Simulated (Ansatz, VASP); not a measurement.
Two plane-wave programs on AlN

File POSCAR:

```
AlN
1.0
    3.3121157418      0.0000000000      0.0000000000
   -1.6560578709      2.8683763727      0.0000000000
    0.0000000000      0.0000000000      4.1875630000
Al N
2 2
Direct
    0.6666666667      0.3333333333      0.2500000000
    0.3333333333      0.6666666667      0.7500000000
    0.6666666667      0.3333333333      0.7500000000
    0.3333333333      0.6666666667      0.2500000000
```

Contents of INCAR.step1:

```
SYSTEM = AlN
PREC = Accurate
ENCUT = 520
EDIFF = 1E-5
ISMEAR = -1
SIGMA = 0.05
LREAL = .False.
LASPH = .True.
NELM = 80
ALGO = Normal
ISIF = 2
LWAVE = .True.
LCHARG = .False.
NBANDS = 16
GGA = PE
```

File INCAR.step2:

```
SYSTEM = AlN
PREC = Accurate
ENCUT = 520
EDIFF = 1E-7
ISMEAR = -1
SIGMA = 0.05
LREAL = .False.
LASPH = .True.
NELM = 80
ALGO = Normal
ISIF = 2
LWAVE = .False.
LCHARG = .False.
GGA = PE
LHFCALC = .True.
AEXX = 0.05
HFSCREEN = 0.2
PRECFOCK = Normal
NBANDS = 16
ISTART = 1
```

Contents of KPOINTS:

```
regular mesh
0
Gamma
  5 5 4
  0 0 0
```

input.yaml

```yaml
crystal:
  lattice:
    - [3.3121157418, 0.0, 0.0]
    - [-1.6560578709, 2.8683763727, 0.0]
    - [0.0, 0.0, 4.187563]
  atoms:
    - { symbol: Al, position: [0.6666666667, 0.3333333333, 0.25] }
    - { symbol: Al, position: [0.3333333333, 0.6666666667, 0.75] }
    - { symbol: "N", position: [0.6666666667, 0.3333333333, 0.75] }
    - { symbol: "N", position: [0.3333333333, 0.6666666667, 0.25] }
hamiltonian:
  xc: { exchange: pbe, correlation: pbe, exx: { coeff: 0.05, omega: 0.2 } }
  pseudopotentials: { kind: paw }
kpoints:
  mp_grid: { grid: [5, 5, 4] }
scf:
  occupations: { method: fermi_dirac, width: 0.05 }
output:
  forces: true
  stress: true
  eigenvalues: true
  write_density: true
  write_potential: true
  elf: true
  volumetric_format: npy
```

Alike in both runs: task single point; functional PBE-based screened hybrid; k mesh 5 × 5 × 4; occupations fermi-dirac, width 0.05 eV; no spin polarisation.

|  | VASP | Ansatz |
| --- | --- | --- |
| version | VASP 6.6.1 | Ansatz 0.2.0 |
| potentials or method | VASP PAW PBE potentials, release 64 (Al, N) | Ansatz PAW |
| plane-wave cutoff (eV) | 520 | 420 |
| valence electrons in the cell | 16 | 16 |

|  | VASP | Ansatz | Ansatz less VASP |
| --- | --- | --- | --- |
| gap on the k mesh at the Fermi level (eV) | 3.52 | 3.51 | -0.009 |
| least direct gap on the mesh (eV) | 3.52 | 3.51 | -0.009 |
| pressure (GPa) | -1.2 | -1.0 | +0.22 |
| traceless stress, the component that is largest in VASP (GPa) | 0.03 | -0.15 | -0.186 |

VASP's potentials were made for PBE, not for PBE-based screened hybrid.

The k mesh is coarse, so the values compare programs but aren't converged. Noted on Ansatz's run: odd divisions of the mesh miss points on the zone boundary, where band edges often lie, so the gap on the mesh can be too wide.
